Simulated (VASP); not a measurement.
# CuO in VASP: single point with PBE

Aim: the single point of CuO with PBE.

Everything below comes from runs of VASP 6.6.1. Logs are shortened: lines on timing, memory, paths and dates and some standing lists are left out, and cuts for length are marked.

### Step 1. The cell of the first run

The cell holds a slab with vacuum, 8 atoms: a = 2.900 Å, b = 2.900 Å, c = 24.851 Å, α = 90.00°, β = 90.00°, γ = 72.31°.

### Step 2. Single point, PBE

Input file INCAR:

```
PREC = Accurate
ENCUT = 520
EDIFF = 1E-6
ISMEAR = 1
SIGMA = 0.1
LREAL = F
LASPH = T
NELM = 120
ALGO = Normal
ISIF = 2
LWAVE = F
LCHARG = F
LDIPOL = T
IDIPOL = 3
DIPOL = 0.5 0.5 0.500
GGA = PE
NBANDS = 44
GGA_COMPAT = F
NELMDL = -8
```

Input file KPOINTS:

```
regular mesh
0
Gamma
  7 7 1
```

Input file POSCAR:

```
CuO
1.0
    2.9004842893      0.0000000000      0.0000000000
    0.8811334514      2.7634060421      0.0000000000
    0.0000000000      0.0000000000     24.8512714325
Cu O
4 4
Direct
    0.0000000000      0.5000000000      0.3219151190
    0.4092568450      0.9092568450      0.4236779081
    0.8185136900      0.3185136900      0.5254406973
    0.2277705350      0.7277705350      0.6272034864
    0.5362284225      0.3730284225      0.3727965136
    0.2822852675      0.4454852675      0.4745593027
    0.3547421125      0.1915421125      0.5763220919
    0.1007989576      0.2639989576      0.6780848810
```

Potentials or basis: VASP PAW PBE potentials, release 64 (Cu, O).

Started as:

```
$ cat potpaw_PBE.64/Cu/POTCAR potpaw_PBE.64/O/POTCAR > POTCAR
$ mpirun -np 1 vasp_std > vasp.out
```

OUTCAR:

```text
PREC = Accurate
   ENCUT = 520
   EDIFF = 1E-6
   ISMEAR = 1
   LREAL = F
   LASPH = T
   NELM = 120
   ISIF = 2
   GGA = PE
   NELMDL = -8

 ion  position               nearest neighbor table
   1  0.000  0.500  0.322-   5 1.95   5 1.96
   2  0.409  0.909  0.424-   5 1.95   6 1.95   5 1.96   6 1.96
   3  0.819  0.319  0.525-   6 1.95   7 1.95   6 1.96   7 1.96
   4  0.228  0.728  0.627-   7 1.95   8 1.95   7 1.96   8 1.96
   5  0.536  0.373  0.373-   2 1.95   1 1.95   2 1.96   1 1.96
   6  0.282  0.445  0.475-   3 1.95   2 1.95   3 1.96   2 1.96
   7  0.355  0.192  0.576-   4 1.95   3 1.95   4 1.96   3 1.96
   8  0.101  0.264  0.678-   4 1.95   4 1.96

  LATTYP: Found a base centered orthorhombic cell.
 ALAT       =     3.4226000000
 B/A-ratio  =     1.3684625723
 C/A-ratio  =     7.2609336272

  Lattice vectors:

 A1 = (  -0.8811334514,  -2.7634060421,   0.0000000000)
 A2 = (   2.9004842893,   0.0000000000,   0.0000000000)
 A3 = (   0.0000000000,   0.0000000000,  24.8512714325)

Analysis of symmetry for initial positions (statically):
=====================================================================
 Subroutine PRICEL returns:
 Original cell was already a primitive cell.

 Routine SETGRP: Setting up the symmetry group for a
 base centered orthorhombic supercell.

 Subroutine GETGRP returns: Found  1 space group operations
 (whereof  1 operations were pure point group operations)
 out of a pool of  8 trial point group operations.

The static configuration has the point symmetry C_1 .

Analysis of symmetry for dynamics (positions and initial velocities):
=====================================================================
 Subroutine PRICEL returns:
 Original cell was already a primitive cell.

 Routine SETGRP: Setting up the symmetry group for a
 base centered orthorhombic supercell.

 Subroutine GETGRP returns: Found  1 space group operations
 (whereof  1 operations were pure point group operations)
 out of a pool of  8 trial point group operations.

The dynamic configuration has the point symmetry C_1 .

 Subroutine INISYM returns: Found  1 space group operations
 (whereof  1 operations are pure point group operations),
 and found     1 'primitive' translations

----------------------------------------------------------------------------------------

                                     Primitive cell

  volume of cell :     199.1883
[... 113 lines left out ...]
   EMIN   =  10.00;   EMAX   =-10.00  energy-range for DOS
   EFERMI =   0.00;   METHOD = LEGACY
   ISMEAR =     1;   SIGMA  =   0.10  broadening in eV -4-tet -1-fermi 0-gaus
   EFERMI_NEDOS =   21; number of points for ismear=-14 and -15
   IALGO  =     38    algorithm
   IMIX   =      4    mixing-type and parameters
     AMIX     =   0.40;   BMIX     =  1.00
     AMIX_MAG =   1.60;   BMIX_MAG =  1.00
  volume/ion in A,a.u.               =      24.90       168.02
  Fermi-wavevector in a.u.,A,eV,Ry     =   1.144168  2.162164 17.811669  1.309121
  Thomas-Fermi vector in A             =   2.280861
   LORBIT       =      0    0 simple, 1 ext, 2 COOP (PROOUT), +10 PAW based schemes
   GGA     = PE    functional components
   LHFCALC =     F    Hartree Fock is set to
   AEXX    =    0.0000 exact exchange contribution
   IVDW    =     0    specifies the selected vdW correction
   LEPSILON=     F    determine dielectric tensor
   LRPA    =     F    only Hartree local field effects (RPA)
 non-spin polarized calculation
 Methfessel and Paxton  Order N= 1 SIGMA  =   0.10
  energy-cutoff  :      520.00
  volume of cell :      199.19
 maximum number of plane-waves:      5459
 NGX is ok and might be reduce to    24
   NGX = 11   NGY = 11   NGZ = 93

 dipolmoment           0.000000      0.000000     -0.029477 electrons x Angstroem

 number of electron      68.0000009 magnetization

 dipolmoment           0.000000      0.000000      0.172766 electrons x Angstroem

 Free energy of the ion-electron system (eV)
  ---------------------------------------------------
  ext. energy  EPLUGINS =         0.00000000
  ---------------------------------------------------
  free energy    TOTEN  =       -36.48777048 eV

  energy without entropy =      -36.47898240  energy(sigma->0) =      -36.48484112

 E-fermi :  -1.7526     XC(G=0):  -5.5967

 val. band max:       -1.7588988517   @ k =   0.4286   0.2857   0.0000
 cond. band min:      -1.7508603896   @ k =   0.0000  -0.4286   0.0000
 fundamental gap:      0.0080384621
 Fermi energy:        -1.7525921669

 k-point     1 :       0.0000    0.0000    0.0000
  band No.  band energies     occupation
      1     -21.4654      2.00000
      2     -20.9977      2.00000
      3     -20.5286      2.00000
      4     -18.6441      2.00000
      5      -9.3872      2.00000
      6      -8.1066      2.00000
[... 1117 lines left out ...]
     43       7.3182      0.00000
     44       7.7316      0.00000

 [... further k-points ...]

------------------------ aborting loop because EDIFF is reached ----------------------------------------

 vacuum level on the upper side and lower side of the slab       (xc-potential included)         1.767        -2.037

  FORCE on cell =-STRESS in cart. coord.  units (eV):
  Direction    XX          YY          ZZ          XY          YZ          ZX
  --------------------------------------------------------------------------------------
  -------------------------------------------------------------------------------------
  Total        1.7420048     -2.0429785     -1.5774066     -1.2314754     -0.1970957      0.3744308
  in kB       14.0118700    -16.4327616    -12.6879193     -9.9054107     -1.5853453      3.0117456
  external PRESSURE =      -5.0362703 kB  Pullay stress =       0.0000000 kB

 VOLUME and BASIS-vectors are now :
 -----------------------------------------------------------------------------
  energy-cutoff  :      520.00
  volume of cell :      199.19
      direct lattice vectors                 reciprocal lattice vectors
     2.900484289  0.000000000  0.000000000     0.344770011 -0.109932592  0.000000000
     0.881133451  2.763406042  0.000000000     0.000000000  0.361872264  0.000000000
     0.000000000  0.000000000 24.851271432     0.000000000  0.000000000  0.040239390

 POSITION                                       TOTAL-FORCE (eV/Angst)
 -----------------------------------------------------------------------------------
      0.44057      1.38170      8.00000        -0.003305     -0.132285      0.105838
      1.98822      2.51265     10.52893        -0.041600     -0.068260     -0.217017
      2.65474      0.88018     13.05787         0.094714     -0.103036      0.044154
      1.30191      2.01113     15.58680        -0.014194     -0.058074      2.163267
      1.88401      1.03083      9.26447        -0.021397      0.286731     -0.200572
      1.21130      1.23106     11.79340         0.135924     -0.096362      0.023665
      1.19770      0.52931     14.32234        -0.375518      0.227441      0.153854
      0.52498      0.72954     16.85127         0.225377     -0.056154     -2.073189
 -----------------------------------------------------------------------------------
    total drift:                                0.000178      0.000058     -0.002806

  FREE ENERGIE OF THE ION-ELECTRON SYSTEM (eV)
  ---------------------------------------------------
  free  energy   TOTEN  =       -36.4877704785 eV

  energy  without entropy=      -36.4789824033  energy(sigma->0) =      -36.48484112

 vacuum level on the upper side and lower side of the slab         6.736         2.839
```

OSZICAR:

```text
N       E                     dE             d eps       ncg     rms          rms(c)
DAV:   1     0.802366592635E+03    0.80237E+03   -0.29629E+04  2200   0.179E+03
DAV:   2     0.129979406337E+03   -0.67239E+03   -0.61961E+03  2436   0.428E+02
DAV:   3    -0.347481270623E+02   -0.16473E+03   -0.15637E+03  3252   0.234E+02
[... 32 lines left out ...]
DAV:  36    -0.364877643972E+02   -0.18002E-05   -0.95867E-07  1664   0.622E-03    0.822E-03
DAV:  37    -0.364877661081E+02   -0.17109E-05   -0.20364E-07  1560   0.680E-03    0.687E-03
DAV:  38    -0.364877687098E+02   -0.26017E-05   -0.72905E-07  1544   0.777E-03    0.315E-03
DAV:  39    -0.364877701009E+02   -0.13911E-05   -0.32615E-07  1556   0.493E-03    0.157E-03
DAV:  40    -0.364877704785E+02   -0.37759E-06   -0.10512E-07  1572   0.510E-03
   1 F= -.36487770E+02 E0= -.36484841E+02  d E =-.878808E-02
```

Wall time 14 min (1 thread of Intel Xeon 8259CL, shared host); peak memory 0.42 GiB.

What came out:

```
Free energy            : -36.4878 eV
Largest force          : 2.164 eV/Å
Band gap on the k mesh : zero (bands 34 and 35 overlap by 0.21 eV)
```

Forces on the atoms (eV/Å):
```
Cu  -0.003 -0.132  0.106
Cu  -0.042 -0.068 -0.217
Cu   0.095 -0.103  0.044
Cu  -0.014 -0.058  2.163
O   -0.021  0.287 -0.201
O    0.136 -0.096  0.024
O   -0.376  0.227  0.154
O    0.225 -0.056 -2.073
```

Levels at points of the mesh, in eV from the Fermi level:
```csv
k point,band 31,band 32,band 33,band 34,band 35,band 36,band 37,band 38
"(0.00, 0.00, 0.00)",-1.37,-0.55,-0.07,0.03,0.35,0.66,1.05,2.58
```

Caveat: semilocal functionals often make such compounds metallic where correlation or magnetic order opens a gap, which also shifts bond lengths.
